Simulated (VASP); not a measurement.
# LaB2SO4 (P1) in VASP: single point with r2SCAN

Aim: the single point of LaB2SO4 with r2SCAN.

Everything below comes from runs of VASP 6.6.1. Logs are shortened: lines on timing, memory, paths and dates and some standing lists are left out, and cuts for length are marked.

## 1. The cell of the first run

The typed cell holds 16 atoms: a = 4.259 Å, b = 6.692 Å, c = 8.211 Å, α = 82.23°, β = 88.81°, γ = 70.45°.

## 2. Single point, r2SCAN

Contents of POSCAR:

```
LaB2SO4
1.0
    4.2584695200      0.0654460800      0.0066221000
    2.1427516900      6.3397946900     -0.0097801800
    0.1400282400      1.1372712800      8.1307850400
O B S La
8 4 2 2
Direct
    0.5396200000      0.6371310000      0.1893030000
    0.5068530000      0.3628210000      0.8141020000
    0.6526200000      0.2258630000      0.2134840000
    0.3638000000      0.7779250000      0.8007400000
    0.1138380000      0.4640940000      0.1679260000
    0.8757470000      0.5399310000      0.8040640000
    0.8359990000      0.8722380000      0.0863320000
    0.1694700000      0.1574790000      0.9229890000
    0.4400150000      0.4282190000      0.1628280000
    0.4922960000      0.5911840000      0.7972450000
    0.8488930000      0.6413440000      0.1543930000
    0.1719930000      0.3590890000      0.8530510000
    0.8655300000      0.8065370000      0.4601250000
    0.1084430000      0.1904740000      0.5389010000
    0.2205900000      0.0236250000      0.2305130000
    0.7820090000      0.9862930000      0.7557100000
```

Contents of INCAR.step1:

```
PREC = Accurate
ENCUT = 520
ISMEAR = -1
SIGMA = 0.1
LREAL = Auto
LASPH = T
NELM = 100
NBANDS = 61
GGA = PE
ALGO = Normal
EDIFF = 1E-4
LWAVE = T
LCHARG = F
```

Contents of INCAR.step2:

```
PREC = Accurate
ENCUT = 520
EDIFF = 1E-6
ISMEAR = -1
SIGMA = 0.1
LREAL = Auto
LASPH = T
NELM = 100
ALGO = Normal
ISIF = 2
LWAVE = F
LCHARG = F
METAGGA = R2SCAN
LMIXTAU = T
NBANDS = 61
ISTART = 1
```

Contents of KPOINTS:

```
Automatic mesh
0
Gamma
  5 3 3
  0 0.5 0.5
```

Potentials or basis: VASP PAW PBE potentials, release 64 (O, B, S, La).

Run with:

```console
> cat potpaw_PBE.64/O/POTCAR potpaw_PBE.64/B/POTCAR potpaw_PBE.64/S/POTCAR potpaw_PBE.64/La/POTCAR > POTCAR
> cp INCAR.step1 INCAR
> mpirun -np 1 vasp_std > vasp.out
> cp INCAR.step2 INCAR
> mpirun -np 1 vasp_std > vasp.out
```

OUTCAR:

```text
PREC = Accurate
   ENCUT = 520
   EDIFF = 1E-6
   ISMEAR = -1
   LREAL = Auto
   LASPH = T
   NELM = 100
   ISIF = 2
   METAGGA = R2SCAN
   ISTART = 1

 ion  position               nearest neighbor table
   1  0.540  0.637  0.189-  11 1.35   9 1.63  15 2.55
   2  0.507  0.363  0.814-  12 1.46  10 1.50  16 2.51
   3  0.653  0.226  0.213-   9 1.37  15 2.34  15 2.62
   4  0.364  0.778  0.801-  10 1.19  16 2.41  16 2.60
   5  0.114  0.464  0.168-  11 1.33   9 1.33  15 2.80
   6  0.876  0.540  0.804-  12 1.44  10 1.55
   7  0.836  0.872  0.086-  11 1.55  15 2.57  16 2.71  15 2.78
   8  0.169  0.157  0.923-  12 1.40  15 2.55  16 2.78
   9  0.440  0.428  0.163-   5 1.33   3 1.37   1 1.63
  10  0.492  0.591  0.797-   4 1.19   2 1.50   6 1.55
  11  0.849  0.641  0.154-   5 1.33   1 1.35   7 1.55
  12  0.172  0.359  0.853-   8 1.40   6 1.44   2 1.46
  13  0.866  0.807  0.460-  16 2.82  15 2.93  15 3.16
  14  0.108  0.190  0.539-  16 2.74  15 2.87  16 3.19
  15  0.221  0.024  0.231-   3 2.34   8 2.55   1 2.55   7 2.57   3 2.62   7 2.78   5 2.80  14 2.87
                            13 2.93  13 3.16
  16  0.782  0.986  0.756-   4 2.41   2 2.51   4 2.60   7 2.71  14 2.74   8 2.78  13 2.82  14 3.19

  LATTYP: Found a triclinic cell.
 ALAT       =     9.0555371058
 B/A-ratio  =     0.4703174965
 C/A-ratio  =     0.9067524222
 COS(alpha) =     0.0207194079
 COS(beta)  =     0.1096770823
 COS(gamma) =     0.7176691518

  Lattice vectors:

 A1 = (  -6.4012212100,  -6.4052407700,   0.0031580800)
 A2 = (  -4.2584695200,  -0.0654460800,  -0.0066221000)
 A3 = (  -0.1400282400,  -1.1372712800,  -8.1307850400)

Analysis of symmetry for initial positions (statically):
=====================================================================
 Subroutine PRICEL returns:
 Original cell was already a primitive cell.

 Routine SETGRP: Setting up the symmetry group for a
 triclinic supercell.

 Subroutine GETGRP returns: Found  1 space group operations
 (whereof  1 operations were pure point group operations)
 out of a pool of  2 trial point group operations.

The static configuration has the point symmetry C_1 .

Analysis of symmetry for dynamics (positions and initial velocities):
=====================================================================
 Subroutine PRICEL returns:
 Original cell was already a primitive cell.

 Routine SETGRP: Setting up the symmetry group for a
 triclinic supercell.

 Subroutine GETGRP returns: Found  1 space group operations
 (whereof  1 operations were pure point group operations)
 out of a pool of  2 trial point group operations.

The dynamic configuration has the point symmetry C_1 .

 Subroutine INISYM returns: Found  1 space group operations
 (whereof  1 operations are pure point group operations),
 and found     1 'primitive' translations

----------------------------------------------------------------------------------------

                                     Primitive cell

  volume of cell :     218.4308

  direct lattice vectors                    reciprocal lattice vectors
     4.258469520  0.065446080  0.006622100     0.236041020 -0.079767241  0.007092130
     2.142751690  6.339794690 -0.009780180    -0.002401662  0.158511400 -0.022129986
     0.140028240  1.137271280  8.130785040    -0.000195132  0.000255633  0.122956959

  length of vectors
     4.258977541  6.692120529  8.211130205     0.249255841  0.160066761  0.122957379

  position of ions in fractional coordinates (direct lattice)
     0.539620000  0.637131000  0.189303000
     0.506853000  0.362821000  0.814102000
     0.652620000  0.225863000  0.213484000
     0.363800000  0.777925000  0.800740000
     0.113838000  0.464094000  0.167926000
     0.875747000  0.539931000  0.804064000
[... 8 lines left out ...]
     0.220590000  0.023625000  0.230513000
     0.782009000  0.986293000  0.755710000

  ion indices of the primitive-cell ions
   primitive index   ion index
                 1           1
                 2           2
                 3           3
                 4           4
                 5           5
                 6           6
[... 8 lines left out ...]
                15          15
                16          16

----------------------------------------------------------------------------------------

 KPOINTS: Automatic mesh

Automatic generation of k-mesh.
 Grid dimensions read from file:
 generate k-points for:    5    3    3

 Generating k-lattice:

  Cartesian coordinates                     Fractional coordinates (reciprocal lattice)
     0.047208204 -0.015953448  0.001418426     0.200000000 -0.000000000  0.000000000
    -0.000800554  0.052837133 -0.007376662     0.000000000  0.333333333 -0.000000000
    -0.000065044  0.000085211  0.040985653    -0.000000000  0.000000000  0.333333333

  Length of vectors
     0.049851168  0.053355587  0.040985793

  Shift w.r.t. Gamma in fractional coordinates (k-lattice)
     0.000000000  0.500000000  0.500000000

 Subroutine IBZKPT returns following result:
 ===========================================

 Found     23 irreducible k-points:

 Following reciprocal coordinates:
            Coordinates               Weight
  0.000000  0.166667  0.166667      2.000000
  0.200000  0.166667  0.166667      2.000000
  0.400000  0.166667  0.166667      2.000000
 -0.400000  0.166667  0.166667      2.000000
 -0.200000  0.166667  0.166667      2.000000
 -0.000000  0.500000  0.166667      2.000000
[... 15 lines left out ...]
  0.200000  0.500000  0.500000      2.000000
  0.400000  0.500000  0.500000      2.000000
   k-points           NKPTS =     23   k-points in BZ     NKDIM =     23   number of bands    NBANDS=     61
   number of dos      NEDOS =    301   number of ions     NIONS =     16
   total plane-waves  NPLWV = 102400
   dimension x,y,z NGX =    32 NGY =   50 NGZ =   64
   dimension x,y,z NGXF=    64 NGYF=  100 NGZF=  128
   ions per type =               8   4   2   2
   NGX,Y,Z   is equivalent  to a cutoff of  12.49, 12.42, 12.96 a.u.
   NGXF,Y,Z  is equivalent  to a cutoff of  24.98, 24.84, 25.92 a.u.
 SYSTEM =  unknown system
   PREC   = accura    normal or accurate (medium, high low for compatibility)
   ISTART =      1    job   : 0-new  1-cont  2-samecut
   ICHARG =      0    charge: 1-file 2-atom 10-const
   ISPIN  =      1    spin polarized calculation?
   LNONCOLLINEAR =      F non collinear calculations
   LSORBIT =      F    spin-orbit coupling
   LASPH  =      T    aspherical Exc in radial PAW
   ENCUT  =  520.0 eV  38.22 Ry    6.18 a.u.   7.92 12.44 15.27*2*pi/ulx,y,z
   NELM   =    100;   NELMIN=  2; NELMDL=  0     # of ELM steps
   EDIFF  = 0.1E-05   stopping-criterion for ELM
   LREAL  =      T    real-space projection
   EDIFFG = 0.1E-04   stopping-criterion for IOM
   NSW    =      0    number of steps for IOM
   IBRION =     -1    ionic relax: 0-MD 1-quasi-New 2-CG
   NFREE  =      0    steps in history (QN), initial steepest desc. (CG)
   ISIF   =      2    stress and relaxation
   ISYM   =      2    0-nonsym 1-usesym 2-fastsym
   POTIM  = 0.5000    time-step for ionic-motion
   TEBEG  =    0.0;   TEEND  =   0.0 temperature during run
   PSTRESS=    0.0 pullay stress
   NELECT =      94.0000    total number of electrons
   NUPDOWN=      -1.0000    fix difference up-down
   EMIN   =  10.00;   EMAX   =-10.00  energy-range for DOS
   EFERMI =   0.00;   METHOD = LEGACY
   ISMEAR =    -1;   SIGMA  =   0.10  broadening in eV -4-tet -1-fermi 0-gaus
   EFERMI_NEDOS =   21; number of points for ismear=-14 and -15
   IALGO  =     38    algorithm
   IMIX   =      4    mixing-type and parameters
     AMIX     =   0.40;   BMIX     =  1.00
     AMIX_MAG =   1.60;   BMIX_MAG =  1.00
  volume/ion in A,a.u.               =      13.65        92.13
  Fermi-wavevector in a.u.,A,eV,Ry     =   1.235984  2.335671 20.785025  1.527656
  Thomas-Fermi vector in A             =   2.370611
   LORBIT       =      0    0 simple, 1 ext, 2 COOP (PROOUT), +10 PAW based schemes
   METAGGA = R2SCAN    functional components
   LHFCALC =     F    Hartree Fock is set to
   AEXX    =    0.0000 exact exchange contribution
   IVDW    =     0    specifies the selected vdW correction
   LEPSILON=     F    determine dielectric tensor
   LRPA    =     F    only Hartree local field effects (RPA)
 non-spin polarized calculation
  energy-cutoff  :      520.00
  volume of cell :      218.43
 maximum number of plane-waves:      5907
   NGX = 15   NGY = 25   NGZ = 31

 number of electron      94.0000002 magnetization

 Free energy of the ion-electron system (eV)
  ---------------------------------------------------
  ext. energy  EPLUGINS =         0.00000000
  ---------------------------------------------------
  free energy    TOTEN  =      -189.67818363 eV

  energy without entropy =     -189.47281009  energy(sigma->0) =     -189.57549686

 E-fermi :   3.1682     XC(G=0): -10.3654

 val. band max:        3.1460585555   @ k =  -0.2000   0.5000   0.1667
 cond. band min:       3.1714344981   @ k =  -0.0000   0.5000   0.5000
 fundamental gap:      0.0253759426
 Fermi energy:         3.1682331861

 k-point     1 :       0.0000    0.1667    0.1667
  band No.  band energies     occupation
      1     -28.3894      2.00000
      2     -28.0835      2.00000
      3     -19.8517      2.00000
      4     -18.6090      2.00000
      5     -17.9726      2.00000
      6     -17.5259      2.00000
[... 51 lines left out ...]
     58       8.3571      0.00000
     59       8.4186      0.00000

 k-point     2 :       0.2000    0.1667    0.1667
  band No.  band energies     occupation
      1     -28.3788      2.00000
      2     -28.0722      2.00000
      3     -19.7824      2.00000
      4     -18.5043      2.00000
      5     -18.0104      2.00000
      6     -17.6265      2.00000
[... 1291 lines left out ...]
     58       8.3406      0.00000
     59       8.4047      0.00000

 k-point    23 :       0.4000    0.5000    0.5000
  band No.  band energies     occupation
      1     -28.3612      2.00000
      2     -28.0535      2.00000
      3     -19.6712      2.00000
      4     -18.3869      2.00000
      5     -17.9971      2.00000
      6     -17.8009      2.00000
[... 51 lines left out ...]
     58       8.3728      0.00000
     59       8.3985      0.00000
 [bands above 59 left out]

------------------------ aborting loop because EDIFF is reached ----------------------------------------

  FORCE on cell =-STRESS in cart. coord.  units (eV):
  Direction    XX          YY          ZZ          XY          YZ          ZX
  --------------------------------------------------------------------------------------
  -------------------------------------------------------------------------------------
  Total       -0.1777803     -6.0016684      2.2336185     -5.1886722      3.5939285     -3.0654667
  in kB       -1.3040082    -44.0218901     16.3834626    -38.0586105     26.3612575    -22.4850209
  external PRESSURE =      -9.6474786 kB  Pullay stress =       0.0000000 kB

 VOLUME and BASIS-vectors are now :
 -----------------------------------------------------------------------------
  energy-cutoff  :      520.00
  volume of cell :      218.43
      direct lattice vectors                 reciprocal lattice vectors
     4.258469520  0.065446080  0.006622100     0.236041020 -0.079767241  0.007092130
     2.142751690  6.339794690 -0.009780180    -0.002401662  0.158511400 -0.022129986
     0.140028240  1.137271280  8.130785040    -0.000195132  0.000255633  0.122956959

 POSITION                                       TOTAL-FORCE (eV/Angst)
 -----------------------------------------------------------------------------------
      3.68968      4.28988      1.53652        -2.401893     -3.363550     -0.908307
      3.04985      3.25924      6.61910        -3.495215      4.232597      0.062687
      3.29302      1.71743      1.73791        -1.124033      2.982591     -1.620958
      3.32826      5.86635      6.50545        -3.083659      6.582678     -0.250253
      1.50273      3.14069      1.36159        -0.334925     -0.667031     -0.755549
      4.99887      4.39480      6.53819         2.465207     -0.667606      0.762887
[... 8 lines left out ...]
      1.02228      0.42637      1.87548         0.658704     -0.508175     -2.053969
      5.54936      7.16352      6.14005        -0.944388     -0.125287      2.899046
 -----------------------------------------------------------------------------------
    total drift:                               -0.002869      0.000802     -0.002027

  FREE ENERGIE OF THE ION-ELECTRON SYSTEM (eV)
  ---------------------------------------------------
  free  energy   TOTEN  =      -189.6781836313 eV

  energy  without entropy=     -189.4728100866  energy(sigma->0) =     -189.57549686
```

It took 19 min on 1 thread of Intel Xeon Platinum 8488C (Sapphire Rapids), shared host; peak memory 0.45 GiB.

Results:

```yaml
Free_energy: -189.6782 eV
Pressure: -1.0 GPa
Largest_force: 11.775 eV/Å
Band_gap_on_the_k_mesh: zero (filled and empty bands overlap)
```

Forces in eV/Å, atoms in the order of the input:
```
O    -2.402  -3.364  -0.908
O    -3.495   4.233   0.063
O    -1.124   2.983  -1.621
O    -3.084   6.583  -0.250
O    -0.335  -0.667  -0.756
O     2.465  -0.668   0.763
O    -0.689  -4.241   1.108
O     0.805   1.863  -0.729
B     3.948  -0.054   3.999
B     5.845 -10.211   0.468
B     0.204   5.744  -2.123
B    -2.464  -1.734  -0.463
S     0.282  -0.055   0.355
S     0.329   0.222  -0.751
La    0.659  -0.508  -2.054
La   -0.944  -0.125   2.899
```

Stress tensor (GPa, compression positive):
```
-0.13 -3.81 -2.25
-3.81 -4.40  2.64
-2.25  2.64  1.64
```

Levels at points of the mesh, in eV from the Fermi level:
```
           k point  band 44  band 45  band 46  band 47  band 48  band 49  band 50  band 51
(0.00, 0.50, 0.50)    -0.68    -0.61    -0.30    -0.29     0.00     4.18     4.78     4.85
```

Caveat: the stress differs along the axes, from -4 to 2 GPa; the PAW data sets were made with another functional, which shifts forces and pressure a little; spin-orbit coupling is left out, which moves the levels of the heavy elements.

The gap in the log of VASP goes by the Fermi energy; the results here count the filled bands.